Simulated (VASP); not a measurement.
# LiF (P6_3mc) in VASP: further runs

The runs below take LiF through single point, relaxation of cell and atoms, with PBEsol.

All numbers are computed with VASP 6.6.1; they aren't measurements. Logs are shortened: lines on timing, memory, paths and dates and some standing lists are left out, and cuts for length are marked.

## 1. The cell of the first run

It takes space group P6_3mc (No. 186, hexagonal). The conventional cell has a = 3.093 Å, b = 3.093 Å, c = 4.821 Å, α = 90.00°, β = 90.00°, γ = 120.00°. Within 2.5 Å of Li (site symmetry 3m) lie 4 F at 1.86 to 1.87 Å. Within 2.5 Å of F (site symmetry 3m) lie 4 Li at 1.86 to 1.87 Å.

## 2. Single point, PBEsol

File INCAR:

```
SYSTEM = LiF
PREC     = Accurate       ! precision mode
ENCUT    = 520            ! plane-wave cutoff, eV
EDIFF    = 1E-7           ! SCF threshold, eV
ISMEAR   = 0              ! smearing method
SIGMA    = 0.02           ! smearing width, eV
LREAL    = .FALSE.        ! projectors in reciprocal space
LASPH    = .TRUE.         ! aspherical terms in the spheres
NELM     = 100            ! most SCF steps
ALGO     = Normal         ! electronic algorithm
ISIF     = 2              ! what is computed and relaxed
LWAVE    = .FALSE.        ! write WAVECAR
LCHARG   = .TRUE.         ! write CHGCAR
GGA      = PS             ! functional
LELF     = .TRUE.         ! ELF
LVHAR    = .TRUE.       
NBANDS   = 18             ! bands
```

File KPOINTS:

```
Automatic mesh
0
G
  9 9 6
  0 0 0
```

File POSCAR:

```
LiF
1.0
    3.0929711670      0.0000002955      0.0000000000
   -1.5464858394      2.6785914560      0.0000000000
    0.0000000000      0.0000000000      4.8206829330
Li F
2 2
Direct
    0.0000000000      0.0000000000     -0.0069581841
    0.3333333333      0.6666666667      0.4930418159
    0.0000000000      0.0000000000      0.3819581841
    0.3333333333      0.6666666667      0.8819581841
```

Potentials or basis: VASP PAW PBE potentials, release 64 (Li_sv, F).

The run is started by

```sh
$ cat potpaw_PBE.64/Li_sv/POTCAR potpaw_PBE.64/F/POTCAR > POTCAR
$ mpirun -np 1 vasp_std > vasp.out
```

OUTCAR:

```text
SYSTEM = LiF
   PREC = Accurate
   ENCUT = 520
   EDIFF = 1E-7
   ISMEAR = 0
   LREAL = .FALSE.
   LASPH = .TRUE.
   NELM = 100
   ISIF = 2
   GGA = PS

 ion  position               nearest neighbor table
   1  0.000  0.000  0.993-   4 1.86   4 1.86   4 1.86   3 1.87
   2  0.333  0.667  0.493-   3 1.86   3 1.86   3 1.86   4 1.87
   3  0.000  0.000  0.382-   2 1.86   2 1.86   2 1.86   1 1.87
   4  0.333  0.667  0.882-   1 1.86   1 1.86   1 1.86   2 1.87

  LATTYP: Found a hexagonal cell.
 ALAT       =     3.0929711670
 C/A-ratio  =     1.5585929104

  Lattice vectors:

 A1 = (   3.0929711670,   0.0000002955,   0.0000000000)
 A2 = (  -1.5464858394,   2.6785914560,   0.0000000000)
 A3 = (   0.0000000000,   0.0000000000,   4.8206829330)

Analysis of symmetry for initial positions (statically):
=====================================================================
 Subroutine PRICEL returns:
 Original cell was already a primitive cell.

 Routine SETGRP: Setting up the symmetry group for a
 hexagonal supercell.

 Subroutine GETGRP returns: Found 12 space group operations
 (whereof  6 operations were pure point group operations)
 out of a pool of 24 trial point group operations.

The static configuration has the point symmetry C_3v.
 The point group associated with its full space group is C_6v.

Analysis of symmetry for dynamics (positions and initial velocities):
=====================================================================
 Subroutine PRICEL returns:
 Original cell was already a primitive cell.

 Routine SETGRP: Setting up the symmetry group for a
 hexagonal supercell.

 Subroutine GETGRP returns: Found 12 space group operations
 (whereof  6 operations were pure point group operations)
 out of a pool of 24 trial point group operations.

The dynamic configuration has the point symmetry C_3v.
 The point group associated with its full space group is C_6v.

 Subroutine INISYM returns: Found 12 space group operations
 (whereof  6 operations are pure point group operations),
 and found     1 'primitive' translations

----------------------------------------------------------------------------------------

                                     Primitive cell

  volume of cell :      39.9384

  direct lattice vectors                    reciprocal lattice vectors
     3.092971167  0.000000296  0.000000000     0.323313698  0.186665292  0.000000000
    -1.546485839  2.678591456  0.000000000    -0.000000036  0.373330521  0.000000000
     0.000000000  0.000000000  4.820682933     0.000000000  0.000000000  0.207439488

  length of vectors
     3.092971167  3.092971167  4.820682933     0.373330521  0.373330521  0.207439488

  position of ions in fractional coordinates (direct lattice)
     0.000000000  0.000000000  0.993041816
     0.333333333  0.666666667  0.493041816
     0.000000000  0.000000000  0.381958184
     0.333333333  0.666666667  0.881958184

  ion indices of the primitive-cell ions
   primitive index   ion index
                 1           1
                 2           2
                 3           3
                 4           4

----------------------------------------------------------------------------------------

 KPOINTS: Automatic mesh

Automatic generation of k-mesh.
 Grid dimensions read from file:
 generate k-points for:    9    9    6

 Generating k-lattice:

  Cartesian coordinates                     Fractional coordinates (reciprocal lattice)
     0.035923744  0.020740588  0.000000000     0.111111111  0.000000000  0.000000000
    -0.000000004  0.041481169  0.000000000     0.000000000  0.111111111  0.000000000
     0.000000000  0.000000000  0.034573248     0.000000000  0.000000000  0.166666667

  Length of vectors
     0.041481169  0.041481169  0.034573248

  Shift w.r.t. Gamma in fractional coordinates (k-lattice)
     0.000000000  0.000000000  0.000000000

 Subroutine IBZKPT returns following result:
 ===========================================

 Found     48 irreducible k-points:

 Following reciprocal coordinates:
            Coordinates               Weight
  0.000000  0.000000  0.000000      1.000000
  0.111111 -0.000000  0.000000      6.000000
  0.222222  0.000000  0.000000      6.000000
  0.333333  0.000000  0.000000      6.000000
  0.444444  0.000000  0.000000      6.000000
  0.111111  0.111111  0.000000      6.000000
[... 16 lines left out ...]
  0.333333  0.222222  0.166667     24.000000
  0.333333  0.333333  0.166667      4.000000
 [... further k-points ...]
   k-points           NKPTS =     48   k-points in BZ     NKDIM =     48   number of bands    NBANDS=     18
   number of dos      NEDOS =    301   number of ions     NIONS =      4
   total plane-waves  NPLWV =  20736
   dimension x,y,z NGX =    24 NGY =   24 NGZ =   36
   dimension x,y,z NGXF=    48 NGYF=   48 NGZF=   72
   ions per type =               2   2
   NGX,Y,Z   is equivalent  to a cutoff of  12.90, 12.90, 12.41 a.u.
   NGXF,Y,Z  is equivalent  to a cutoff of  25.80, 25.80, 24.83 a.u.
 SYSTEM =  LiF
   PREC   = accura    normal or accurate (medium, high low for compatibility)
   ISTART =      0    job   : 0-new  1-cont  2-samecut
   ICHARG =      2    charge: 1-file 2-atom 10-const
   ISPIN  =      1    spin polarized calculation?
   LNONCOLLINEAR =      F non collinear calculations
   LSORBIT =      F    spin-orbit coupling
   LASPH  =      T    aspherical Exc in radial PAW
   ENCUT  =  520.0 eV  38.22 Ry    6.18 a.u.   5.75  5.75  8.96*2*pi/ulx,y,z
   NELM   =    100;   NELMIN=  2; NELMDL= -5     # of ELM steps
   EDIFF  = 0.1E-06   stopping-criterion for ELM
   LREAL  =      F    real-space projection
   EDIFFG = 0.1E-05   stopping-criterion for IOM
   NSW    =      0    number of steps for IOM
   IBRION =     -1    ionic relax: 0-MD 1-quasi-New 2-CG
   NFREE  =      0    steps in history (QN), initial steepest desc. (CG)
   ISIF   =      2    stress and relaxation
   ISYM   =      2    0-nonsym 1-usesym 2-fastsym
   POTIM  = 0.5000    time-step for ionic-motion
   TEBEG  =    0.0;   TEEND  =   0.0 temperature during run
   PSTRESS=    0.0 pullay stress
   NELECT =      20.0000    total number of electrons
   NUPDOWN=      -1.0000    fix difference up-down
   EMIN   =  10.00;   EMAX   =-10.00  energy-range for DOS
   EFERMI =   0.00;   METHOD = LEGACY
   ISMEAR =     0;   SIGMA  =   0.02  broadening in eV -4-tet -1-fermi 0-gaus
   EFERMI_NEDOS =   21; number of points for ismear=-14 and -15
   IALGO  =     38    algorithm
   IMIX   =      4    mixing-type and parameters
     AMIX     =   0.40;   BMIX     =  1.00
     AMIX_MAG =   1.60;   BMIX_MAG =  1.00
  volume/ion in A,a.u.               =       9.98        67.38
  Fermi-wavevector in a.u.,A,eV,Ry     =   1.300033  2.456707 22.995028  1.690087
  Thomas-Fermi vector in A             =   2.431259
   LORBIT       =      0    0 simple, 1 ext, 2 COOP (PROOUT), +10 PAW based schemes
   GGA     = PS    functional components
   LHFCALC =     F    Hartree Fock is set to
   AEXX    =    0.0000 exact exchange contribution
   IVDW    =     0    specifies the selected vdW correction
   LEPSILON=     F    determine dielectric tensor
   LRPA    =     F    only Hartree local field effects (RPA)
 non-spin polarized calculation
 Gauss-broadening in eV      SIGMA  =   0.02
  energy-cutoff  :      520.00
  volume of cell :       39.94
 maximum number of plane-waves:      1088
 NGX is ok and might be reduce to    24
   NGX = 11   NGY = 11   NGZ = 17

 number of electron      20.0000003 magnetization

 Free energy of the ion-electron system (eV)
  ---------------------------------------------------
  ext. energy  EPLUGINS =         0.00000000
  ---------------------------------------------------
  free energy    TOTEN  =       -19.60616715 eV

  energy without entropy =      -19.60616715  energy(sigma->0) =      -19.60616715

 E-fermi :  -2.3291     XC(G=0):  -9.0054

 val. band max:       -2.5565130494   @ k =   0.0000   0.0000   0.0000
 cond. band min:       5.0412965215   @ k =   0.0000   0.0000   0.0000
 fundamental gap:      7.5978095709
 Fermi energy:        -2.3290533856

 k-point     1 :       0.0000    0.0000    0.0000
  band No.  band energies     occupation
      1     -42.3497      2.00000
      2     -42.3057      2.00000
      3     -21.8799      2.00000
      4     -21.6371      2.00000
      5      -4.7559      2.00000
      6      -3.0513      2.00000
[... 10 lines left out ...]
     17      16.8463      0.00000
     18      17.7114      0.00000

 k-point     2 :       0.1111   -0.0000    0.0000
  band No.  band energies     occupation
      1     -42.3457      2.00000
      2     -42.3042      2.00000
      3     -21.8640      2.00000
      4     -21.6338      2.00000
      5      -4.6913      2.00000
      6      -3.1826      2.00000
[... 10 lines left out ...]
     17      17.0240      0.00000
     18      17.6646      0.00000

 k-point     3 :       0.2222    0.0000    0.0000
  band No.  band energies     occupation
      1     -42.3355      2.00000
      2     -42.3004      2.00000
      3     -21.8211      2.00000
      4     -21.6273      2.00000
      5      -4.5258      2.00000
      6      -3.5541      2.00000
[... 10 lines left out ...]
     17      17.1132      0.00000
     18      17.2918      0.00000

 k-point     4 :       0.3333    0.0000    0.0000
  band No.  band energies     occupation
      1     -42.3227      2.00000
      2     -42.2974      2.00000
      3     -21.7648      2.00000
      4     -21.6267      2.00000
      5      -4.4293      2.00000
      6      -3.8541      2.00000
[... 375 lines left out ...]
      4     -21.6368      2.00000
      5      -4.2790      2.00000
      6      -4.1787      2.00000
[... 10 lines left out ...]
     17      16.9661      0.00000
     18      18.2024      0.00000

 k-point    23 :       0.3333    0.2222    0.1667
  band No.  band energies     occupation
      1     -42.3068      2.00000
      2     -42.2983      2.00000
      3     -21.6910      2.00000
      4     -21.6459      2.00000
      5      -4.5230      2.00000
      6      -3.9745      2.00000
[... 10 lines left out ...]
     17      16.3633      0.00000
     18      18.4161      0.00000

 k-point    24 :       0.3333    0.3333    0.1667
  band No.  band energies     occupation
      1     -42.3011      2.00000
      2     -42.3011      2.00000
      3     -21.6629      2.00000
      4     -21.6629      2.00000
      5      -4.5761      2.00000
      6      -3.7919      2.00000
[... 10 lines left out ...]
     17      15.8038      0.00000
     18      18.4068      0.00000

 [... further k-points ...]
[... 5 lines left out ...]
  --------------------------------------------------------------------------------------
  -------------------------------------------------------------------------------------
  Total        0.0035390      0.0035390     -0.0319579      0.0000000     -0.0000000      0.0000000
  in kB        0.1419726      0.1419726     -1.2820294      0.0000000     -0.0000000      0.0000000
  external PRESSURE =      -0.3326947 kB  Pullay stress =       0.0000000 kB

 VOLUME and BASIS-vectors are now :
 -----------------------------------------------------------------------------
  energy-cutoff  :      520.00
  volume of cell :       39.94
      direct lattice vectors                 reciprocal lattice vectors
     3.092971167  0.000000296  0.000000000     0.323313698  0.186665292  0.000000000
    -1.546485839  2.678591456  0.000000000    -0.000000036  0.373330521  0.000000000
     0.000000000  0.000000000  4.820682933     0.000000000  0.000000000  0.207439488

 POSITION                                       TOTAL-FORCE (eV/Angst)
 -----------------------------------------------------------------------------------
      0.00000      0.00000      4.78714        -0.000000     -0.000000     -0.001670
     -0.00000      1.78573      2.37680         0.000000      0.000000     -0.001670
      0.00000      0.00000      1.84130        -0.000000     -0.000000      0.001670
     -0.00000      1.78573      4.25164        -0.000000      0.000000      0.001670
 -----------------------------------------------------------------------------------
    total drift:                               -0.000000     -0.000001      0.002512

  FREE ENERGIE OF THE ION-ELECTRON SYSTEM (eV)
  ---------------------------------------------------
  free  energy   TOTEN  =       -19.6061671511 eV

  energy  without entropy=      -19.6061671511  energy(sigma->0) =      -19.60616715
```

It took 11 s on 1 thread of Intel Xeon 6975P-C (Granite Rapids), shared host; peak memory 0.16 GiB.

What came out:

- Free energy: -19.6062 eV
- Band gap on the k mesh: 7.60 eV, direct

Levels at points of the mesh, in eV from the valence-band top:
```tsv
k point	band 6	band 7	band 8	band 9	band 10	band 11	band 12	band 13	band 14	band 15
(0.00, 0.00, 0.00)	-0.49	-0.49	-0.17	-0.17	0.00	7.60	11.90	15.10	18.33	18.33
(0.00, 0.00, 0.50)	-1.16	-0.33	-0.33	-0.33	-0.33	9.31	9.31	17.48	17.48	18.59
```

Caveat: the cutoff is under 1.25 times the usual one of these potentials, so pressure, stress and relaxed cells hold a basis-set (Pulay) error; the PAW data sets were made with another functional, which shifts forces and pressure a little.

(Part 1 of 2 ends here.)
